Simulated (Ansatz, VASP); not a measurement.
**TiSi16 in VASP and in Ansatz**

```
Si Ti
1.0
     0.00000    5.43000    5.43000
     5.43000    0.00000    5.43000
     5.43000    5.43000    0.00000
Si Ti
16 1
Direct
  0.99942 0.00119 0.99943
  0.12309 0.12444 0.12309
  0.00316 0.00397 0.49619
  0.12307 0.12451 0.62885
  0.00283 0.49768 0.00284
  0.12303 0.63052 0.12303
  0.00280 0.49773 0.49625
  0.13718 0.62195 0.62018
  0.49618 0.00397 0.00317
  0.62884 0.12451 0.12307
  0.49619 0.00400 0.49620
  0.62072 0.13746 0.62072
  0.49624 0.49774 0.00280
  0.62018 0.62194 0.13719
  0.49992 0.49993 0.49993
  0.62030 0.62194 0.62031
  0.74974 0.75048 0.74974
```

Alike in both runs: functional PBE; dispersion D3(BJ); k mesh 2 × 2 × 2; occupations fermi-dirac, width 0.02 eV; no spin polarisation.

Ansatz relaxed the structure, and its values are those at the end. VASP's run is a single point on that final structure, the one shown.

```csv
,VASP,Ansatz
version,VASP 6.6.1,Ansatz 0.2.0
potentials or method,"VASP PAW PBE potentials, release 64 (Si, Ti_sv), cutoff 520 eV","scalar-relativistic, plane waves, PAW"
valence electrons in the cell,76,76
```

Ansatz gave:

- rms of the force components (eV/Å): 0.003

Question: Which values does VASP return?

Answer: rms of the force components (eV/Å): 0.004.

The k mesh is coarse, so the values compare programs but aren't converged.
